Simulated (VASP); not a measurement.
Write the native input for VASP 6.6.1 that does the following.

```
Task                   : single point
Functional             : PBE
Potentials or basis    : VASP PAW PBE potentials, release 64 (Cd_sv_GW, F)
Cutoff                 : 700 eV
k mesh                 : 8 × 8 × 8
Occupations            : gaussian, width 0.05 eV
Spin                   : no spin polarisation
Dipole correction      : no
Further INCAR settings : ALGO = Normal; EDIFF = 1e-06; NBANDS = 24
```

The structure of CdF2 lies in POSCAR:

```
CdF2
1.0
   -0.1004309148      2.7402705265      2.6306597054
    2.7402705265     -0.1004309148      2.6306597054
    2.6398396117      2.6398396117      0.0000000000
Cd F
1 2
Direct
    0.0000000000      0.0000000000      0.0000000000
    0.2500000000      0.2500000000      0.2500000000
    0.7500000000      0.7500000000      0.7500000000
```

This cell differs from its parent crystal: engineering shear strain xy -0.0733, normal strain along z -0.0400.

The input as run:

INCAR

```
PREC = Accurate
ENCUT = 700
EDIFF = 1E-6
ISMEAR = 0
SIGMA = 0.05
LREAL = False
LASPH = True
NELM = 120
ALGO = Normal
ISIF = 2
LWAVE = False
LCHARG = False
GGA = PE
NBANDS = 24
GGA_COMPAT = False
```

KPOINTS

```
regular mesh
0
Gamma
  8 8 8
```

Potentials or basis: VASP PAW PBE potentials, release 64 (Cd_sv_GW, F).

Launch:

```bash
$ cat potpaw_PBE.64/Cd_sv_GW/POTCAR potpaw_PBE.64/F/POTCAR > POTCAR
$ mpirun -np 1 vasp_std > vasp.out
```

Results of the run:

```json
{"Pressure": "4.5 GPa", "Largest force": "0.179 eV/Å", "Band gap on the k mesh": "3.02 eV (least direct gap 3.36 eV)"}
```

Caveat: the cell differs from its parent crystal (engineering shear strain xy -0.0733, normal strain along z -0.0400); the cell stands under pressure.

Run time: 60 s on 1 thread of AMD EPYC 9R45 (Zen 5), with other jobs on the host, peak memory 0.27 GiB.
